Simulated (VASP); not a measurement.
# GdN in VASP: notebook

The runs below take GdN through relaxation of shape and atoms at fixed volume, single point, with PBEsol.

All numbers are computed with VASP 6.6.1; they aren't measurements. Logs are shortened: lines on timing, memory, paths and dates and some standing lists are left out, and cuts for length are marked.

## (1) The cell of the first run

The structure is hexagonal, space group P-6m2 (No. 187). The conventional cell has a = 3.399 Å, b = 3.399 Å, c = 3.087 Å, α = 90.00°, β = 90.00°, γ = 120.00°. Gd (site symmetry -6m2) has 6 N at 2.50 Å and 8 Gd at 3.09 to 3.40 Å within 3.4 Å. Within 3.4 Å of N (site symmetry -6m2) lie 6 Gd at 2.50 Å and 8 N at 3.09 to 3.40 Å.

## (2) Relaxation of shape and atoms at fixed volume, PBEsol, collinear spin, ferromagnetic start (15.44 Å³/atom)

The input, INCAR:

```
SYSTEM = GdN
  PREC = Accurate
  ENCUT = 600
  EDIFF = 1E-6
  ISMEAR = 0
  SIGMA = 0.05
  LREAL = .False.
  LASPH = .True.
  NELM = 150
  ALGO = Normal
  ISIF = 4
  LWAVE = .False.
  LCHARG = .False.
  ISPIN = 2
  MAGMOM = 7.53 0
  LORBIT = 11
  LMAXMIX = 6
  GGA = PS
  IBRION = 2
  NSW = 60
  EDIFFG = -0.01
```

The input, KPOINTS:

```
regular mesh
0
Gamma
  10 10 10
  0 0 0
```

The input, POSCAR:

```
GdN
1.0
    3.3986209910      0.0000000000      0.0000000000
   -1.6993104955      2.9432921161      0.0000000000
    0.0000000000      0.0000000000      3.0868881925
Gd N
1 1
Direct
    0.0000000000      0.0000000000      0.0000000000
    0.6666666667      0.3333333333      0.5000000000
```

Potentials or basis: VASP PAW PBE potentials, release 64 (Gd, N).

Run with:

```bash
cat potpaw_PBE.64/Gd/POTCAR potpaw_PBE.64/N/POTCAR > POTCAR
mpirun -np 1 vasp_std > vasp.out
```

OUTCAR:

```text
SYSTEM = GdN
   PREC = Accurate
   ENCUT = 600
   EDIFF = 1E-6
   ISMEAR = 0
   LREAL = .False.
   LASPH = .True.
   NELM = 150
   ISIF = 4
   ISPIN = 2
   LORBIT = 11
   GGA = PS
   IBRION = 2
   NSW = 60
   EDIFFG = -0.01

 ion  position               nearest neighbor table
   1  0.000  0.000  0.000-   2 2.50   2 2.50   2 2.50   2 2.50   2 2.50   2 2.50
   2  0.667  0.333  0.500-   1 2.50   1 2.50   1 2.50   1 2.50   1 2.50   1 2.50

  LATTYP: Found a hexagonal cell.
 ALAT       =     3.3986209910
 C/A-ratio  =     0.9082766807

  Lattice vectors:

 A1 = (   3.3986209910,   0.0000000000,   0.0000000000)
 A2 = (  -1.6993104955,   2.9432921161,   0.0000000000)
 A3 = (   0.0000000000,   0.0000000000,   3.0868881925)

Analysis of symmetry for initial positions (statically):
=====================================================================
 Subroutine PRICEL returns:
 Original cell was already a primitive cell.

 Routine SETGRP: Setting up the symmetry group for a
 hexagonal supercell.

 Subroutine GETGRP returns: Found 12 space group operations
 (whereof 12 operations were pure point group operations)
 out of a pool of 24 trial point group operations.

The static configuration has the point symmetry D_3h.

Analysis of symmetry for dynamics (positions and initial velocities):
=====================================================================
 Subroutine PRICEL returns:
 Original cell was already a primitive cell.

 Routine SETGRP: Setting up the symmetry group for a
 hexagonal supercell.

 Subroutine GETGRP returns: Found 12 space group operations
 (whereof 12 operations were pure point group operations)
 out of a pool of 24 trial point group operations.

The dynamic configuration has the point symmetry D_3h.

Analysis of structural, dynamic, and magnetic symmetry:
=====================================================================
 Subroutine PRICEL returns:
 Original cell was already a primitive cell.

 Routine SETGRP: Setting up the symmetry group for a
[... 178 lines left out ...]
 -----------------------------------------------------------------------------------
      0.00000      0.00000      0.00000         0.000000      0.000000      0.000000
      1.69931      0.98110      1.54344        -0.000000      0.000000      0.000000
 -----------------------------------------------------------------------------------
    total drift:                               -0.000000      0.000000      0.000000

  FREE ENERGIE OF THE ION-ELECTRON SYSTEM (eV)
  ---------------------------------------------------
  free  energy   TOTEN  =       -23.2460301409 eV

  energy  without entropy=      -23.2458305833  energy(sigma->0) =      -23.24593036

--------------------------------------- Ionic step        2  -------------------------------------------

 number of electron      22.9999994 magnetization       6.9999992

 Free energy of the ion-electron system (eV)
  ---------------------------------------------------
  ext. energy  EPLUGINS =         0.00000000
  ---------------------------------------------------
  free energy    TOTEN  =       -23.24604124 eV

  energy without entropy =      -23.24584516  energy(sigma->0) =      -23.24594320

 E-fermi :   3.9697     XC(G=0): -11.7727

 val. band max:        3.9581616576   @ k =   0.5000   0.0000   0.0000
 cond. band min:       3.9779881324   @ k =   0.1000   0.1000   0.0000
 fundamental gap:      0.0198264749
 Fermi energy:         3.9696651113

 spin component 1

 k-point     1 :       0.0000    0.0000    0.0000
  band No.  band energies     occupation
      1     -40.1406      1.00000
      2     -17.1454      1.00000
      3     -17.1454      1.00000
      4     -16.8671      1.00000
      5      -9.1441      1.00000
      6       0.2795      1.00000
[... 517 lines left out ...]
     18       9.8121      0.00000
     19      10.7900      0.00000

 [... further k-points ...]

 spin component 2

 k-point     1 :       0.0000    0.0000    0.0000
  band No.  band energies     occupation
      1     -37.0749      1.00000
      2     -14.9044      1.00000
      3     -14.9044      1.00000
      4     -14.5933      1.00000
      5      -9.0773      1.00000
      6       2.3829      1.00000
[... 517 lines left out ...]
     18      10.7682      0.00000
     19      11.8320      0.00000

 [... further k-points ...]

------------------------ aborting loop because EDIFF is reached ----------------------------------------

  FORCE on cell =-STRESS in cart. coord.  units (eV):
  Direction    XX          YY          ZZ          XY          YZ          ZX
  --------------------------------------------------------------------------------------
  -------------------------------------------------------------------------------------
  Total       -1.0006016     -1.0006016     -0.9740429      0.0000000      0.0000000      0.0000000
  in kB      -51.9176177    -51.9176177    -50.5395836      0.0000000      0.0000000      0.0000000
  external PRESSURE =     -51.4582730 kB  Pullay stress =       0.0000000 kB

 VOLUME and BASIS-vectors are now :
 -----------------------------------------------------------------------------
  energy-cutoff  :      600.00
  volume of cell :       30.88
      direct lattice vectors                 reciprocal lattice vectors
     3.400446164  0.000000000 -0.000000000     0.294079057  0.169786622  0.000000000
    -1.700223082  2.944872762  0.000000000     0.000000000  0.339573245  0.000000000
     0.000000000  0.000000000  3.083575337     0.000000000  0.000000000  0.324298871

 POSITION                                       TOTAL-FORCE (eV/Angst)
 -----------------------------------------------------------------------------------
      0.00000      0.00000     -0.00000         0.000000     -0.000000      0.000000
      1.70022      0.98162      1.54179        -0.000000      0.000000     -0.000000
 -----------------------------------------------------------------------------------
    total drift:                               -0.000000      0.000000      0.000000

  FREE ENERGIE OF THE ION-ELECTRON SYSTEM (eV)
  ---------------------------------------------------
  free  energy   TOTEN  =       -23.2460412381 eV

  energy  without entropy=      -23.2458451637  energy(sigma->0) =      -23.24594320

 reached required accuracy - stopping structural energy minimisation

 total charge

# of ion       s       p       d       f       tot
--------------------------------------------------
    1        2.040   5.618   0.565   7.023  15.247
    2        1.237   2.363   0.000   0.000   3.600
--------------------------------------------------
tot          3.276   7.981   0.565   7.023  18.846

 magnetization (x)

# of ion       s       p       d       f       tot
--------------------------------------------------
    1       -0.000  -0.067   0.084   6.780   6.797
    2       -0.005  -0.044   0.000   0.000  -0.049
--------------------------------------------------
tot         -0.006  -0.111   0.084   6.780   6.747
```

CONTCAR:

```text
GdN
   1.00000000000000
     3.4004461642354307    0.0000000000000000   -0.0000000000000000
    -1.7002230821177153    2.9448727624854487    0.0000000000000000
     0.0000000000000000    0.0000000000000000    3.0835753368374945
  Gd              N
     1     1
Direct
     0.0000000000000000    0.0000000000000000    0.0000000000000000
     0.6666666667000030    0.3333333332999970    0.5000000000000000

  0.00000000E+00  0.00000000E+00  0.00000000E+00
  0.00000000E+00  0.00000000E+00  0.00000000E+00
```

It took 10 min on 1 thread of Intel Xeon 6975P-C (Granite Rapids), shared host; peak memory 0.28 GiB.

What came out:

```
Free energy                                           : -23.2460 eV
Energy gained by relaxing                             : 0.0 meV/atom
Ionic steps                                           : 2
Pressure after relaxing                               : -5.1 GPa
Band gap on the k mesh                                : zero (filled and empty bands overlap)
Net moment                                            : 7.00 μB per cell
Site moments                                          : Gd +6.80; N -0.05 μB
Valence electrons inside the program's atomic spheres : Gd 15.25; N 3.60
```

Final structure:
```
Gd N
1.0
     3.40045    0.00000    0.00000
    -1.70022    2.94487    0.00000
     0.00000    0.00000    3.08358
Gd N
1 1
Direct
  0.00000 0.00000 0.00000
  0.66667 0.33333 0.50000
```

Caveat: the PAW data sets were made with another functional, which shifts forces and pressure a little; spin-orbit coupling is left out, which moves the levels of the heavy elements; a cell with one magnetic atom can't hold antiferromagnetic order, which such compounds often take; semilocal functionals describe open f shells poorly, which spoils levels, moments and volumes. With open d or f shells a metallic result of PBEsol can be an artefact of self-interaction; +U or a hybrid may open a gap.

## (3) Single point, PBEsol, collinear spin, ferromagnetic start

This run uses another cell than the first one, of 14.84 Å³/atom.

The input, INCAR:

```
SYSTEM = GdN
PREC = Accurate
ENCUT = 520
EDIFF = 1E-7
ISMEAR = 0
SIGMA = 0.05
LREAL = .FALSE.
LASPH = .TRUE.
NELM = 150
ALGO = Normal
ISIF = 2
LWAVE = .FALSE.
LCHARG = .TRUE.
ISPIN = 2
MAGMOM = 7.52 0
LORBIT = 11
LMAXMIX = 6
GGA = PS
LELF = .TRUE.
LVHAR = .TRUE.
NBANDS = 22
```

The input, KPOINTS:

```
regular mesh
0
G
  10 10 10
  0 0 0
```

The input, POSCAR:

```
GdN
1.0
    3.3529741404      0.0000000000      0.0000000000
   -1.6764870702      2.9037607838      0.0435564118
    0.0000000000      0.0457429198      3.0495279852
Gd N
1 1
Direct
    0.0000000000      0.0000000000      0.0000000000
    0.6666666667      0.3333333333      0.5000000000
```

Potentials or basis: VASP PAW PBE potentials, release 64 (Gd, N).

Run with:

```bash
cat potpaw_PBE.64/Gd/POTCAR potpaw_PBE.64/N/POTCAR > POTCAR
mpirun -np 1 vasp_std > vasp.out
```

OUTCAR:

```text
SYSTEM = GdN
   PREC = Accurate
   ENCUT = 520
   EDIFF = 1E-7
   ISMEAR = 0
   LREAL = .FALSE.
   LASPH = .TRUE.
   NELM = 150
   ISIF = 2
   ISPIN = 2
   LORBIT = 11
   GGA = PS

 ion  position               nearest neighbor table
   1  0.000  0.000  0.000-   2 2.43   2 2.45   2 2.45   2 2.48   2 2.48   2 2.50
   2  0.667  0.333  0.500-   1 2.43   1 2.45   1 2.45   1 2.48   1 2.48   1 2.50

  LATTYP: Found a base centered monoclinic cell.
 ALAT       =     5.8081748770
 B/A-ratio  =     0.5772853282
 C/A-ratio  =     0.5250997262
 COS(beta)  =    -0.0299932515

  Lattice vectors:

 A1 = (  -1.6764870702,  -2.9037607838,  -0.0435564118)
 A2 = (   1.6764870702,  -2.9037607838,  -0.0435564118)
 A3 = (   0.0000000000,   0.0457429198,   3.0495279852)

Analysis of symmetry for initial positions (statically):
[... 804 lines left out ...]
      2     -14.5160      1.00000
      3     -14.5135      1.00000
      4     -14.2017      1.00000
      5      -8.9457      1.00000
      6       2.5566      1.00000
[... 589 lines left out ...]
     21      13.6193      0.00000
     22      18.7620      0.00000

 [... further k-points ...]

------------------------ aborting loop because EDIFF is reached ----------------------------------------

  FORCE on cell =-STRESS in cart. coord.  units (eV):
  Direction    XX          YY          ZZ          XY          YZ          ZX
  --------------------------------------------------------------------------------------
  -------------------------------------------------------------------------------------
  Total        0.0615887      0.0552989      0.0777330      0.0000000      0.1356051      0.0000000
  in kB        3.3241879      2.9847054      4.1955630      0.0000000      7.3191519      0.0000000
  external PRESSURE =       3.5014854 kB  Pullay stress =       0.0000000 kB

 VOLUME and BASIS-vectors are now :
 -----------------------------------------------------------------------------
  energy-cutoff  :      520.00
  volume of cell :       29.68
      direct lattice vectors                 reciprocal lattice vectors
     3.352974140  0.000000000  0.000000000     0.298242682  0.172229244 -0.002583439
    -1.676487070  2.903760784  0.043556412     0.000000000  0.344458489 -0.005166877
     0.000000000  0.045742920  3.049527985     0.000000000 -0.004919901  0.327993399

 POSITION                                       TOTAL-FORCE (eV/Angst)
 -----------------------------------------------------------------------------------
      0.00000      0.00000      0.00000         0.000000      0.010325      0.001661
      1.67649      0.99079      1.53928         0.000000     -0.010325     -0.001661
 -----------------------------------------------------------------------------------
    total drift:                                0.000000      0.000007     -0.000069

  FREE ENERGIE OF THE ION-ELECTRON SYSTEM (eV)
  ---------------------------------------------------
  free  energy   TOTEN  =       -23.2625959772 eV

  energy  without entropy=      -23.2625047232  energy(sigma->0) =      -23.26255035

 total charge

# of ion       s       p       d       f       tot
--------------------------------------------------
    1        2.042   5.624   0.593   7.025  15.284
    2        1.241   2.391   0.000   0.000   3.633
--------------------------------------------------
tot          3.283   8.015   0.593   7.025  18.917

 magnetization (x)

# of ion       s       p       d       f       tot
--------------------------------------------------
    1        0.000  -0.065   0.087   6.773   6.795
    2       -0.005  -0.043   0.000   0.000  -0.049
--------------------------------------------------
tot         -0.005  -0.109   0.087   6.773   6.746
```

OSZICAR:

```text
N       E                     dE             d eps       ncg     rms          rms(c)
DAV:   1     0.128915870276E+03    0.12892E+03   -0.81953E+03 34306   0.548E+03
DAV:   2    -0.576275360777E+01   -0.13468E+03   -0.11618E+03 34362   0.447E+02
[... 36 lines left out ...]
DAV:  39    -0.232626050288E+02    0.30254E-05   -0.83238E-06 39114   0.948E-02    0.132E-01
DAV:  40    -0.232625952439E+02    0.97849E-05   -0.47334E-05 31714   0.452E-01    0.531E-02
DAV:  41    -0.232625959385E+02   -0.69464E-06   -0.83010E-06 42372   0.239E-02    0.591E-02
DAV:  42    -0.232625965763E+02   -0.63783E-06   -0.10539E-06 39476   0.510E-02    0.411E-02
DAV:  43    -0.232625960322E+02    0.54409E-06   -0.13427E-06 31744   0.714E-02    0.359E-03
DAV:  44    -0.232625959772E+02    0.55015E-07   -0.92131E-08 17134   0.101E-02
   1 F= -.23262596E+02 E0= -.23262550E+02  d E =-.912540E-04  mag=     7.0000
```

Run time: 19 min. Hardware: 1 thread of Intel Xeon 6975P-C (Granite Rapids), shared host; peak memory 0.43 GiB.

What came out:

| Property | Result |
| --- | --- |
| Free energy | -23.2626 eV |
| Pressure | 0.4 GPa |
| Largest force | 0.010 eV/Å |
| Band gap on the k mesh | zero (filled and empty bands overlap) |
| Net moment | 7.00 μB per cell |
| Site moments | Gd +6.79; N -0.05 μB |
| Valence electrons inside the program's atomic spheres | Gd 15.28; N 3.63 |

Forces in eV/Å, atoms in the order of the input:
```
Gd   0.000  0.010  0.002
N    0.000 -0.010 -0.002
```

Stress tensor (GPa, compression positive):
```
0.33 0.00 0.00
0.00 0.30 0.73
0.00 0.73 0.42
```

Caveat: the PAW data sets were made with another functional, which shifts forces and pressure a little; spin-orbit coupling is left out, which moves the levels of the heavy elements; a cell with one magnetic atom can't hold antiferromagnetic order, which such compounds often take; semilocal functionals describe open f shells poorly, which spoils levels, moments and volumes. With open d or f shells a metallic result of PBEsol can be an artefact of self-interaction; +U or a hybrid may open a gap.
